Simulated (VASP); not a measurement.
Here is a VASP 6.6.1 calculation.

INCAR

```
SYSTEM = O
  ALGO = Normal
  EDIFF = 1E-6
  ENCUT = 520
  GGA = PE
  ISIF = 2
  ISMEAR = 0
  ISPIN = 2
  IVDW = 12
  LASPH = .TRUE.
  LCHARG = .TRUE.
  LELF = .TRUE.
  LORBIT = 11
  LREAL = .FALSE.
  LVHAR = .TRUE.
  LWAVE = .FALSE.
  MAGMOM = 0.61 0.61
  NBANDS = 17
  NELM = 150
  PREC = Accurate
  SIGMA = 0.02
```

The input KPOINTS:

```
k-points
0
G
  9 9 9
  0 0 0
```

The input POSCAR:

```
O
1.0
    1.7883433289      1.0325005024      4.0021771023
   -1.7883433289      1.0325005024      4.0021771023
    0.0000000000     -2.0650010047      4.0021771024
O
2
Direct
    0.9492550797      0.9492550797      0.9492550797
    0.0507449203      0.0507449203      0.0507449203
```

Potentials or basis: VASP PAW PBE potentials, release 64 (O).

The run is started by

```sh
$ cat potpaw_PBE.64/O/POTCAR > POTCAR
$ mpirun -np 1 vasp_std > vasp.out
```

Task: Estimate the dispersion energy per atom.

Result: -0.033 eV.

Task: Estimate the largest force.

Result: 1.154 eV/Å.

Stress tensor (GPa, compression positive):
```
-0.30  0.00  0.00
 0.00 -0.30  0.00
 0.00  0.00  4.61
```

Caveat: the standard files for N, O and F lose accuracy on very short bonds; forces of over 1 eV/Å act on the atoms, so gaps and moduli don't describe the material at rest.
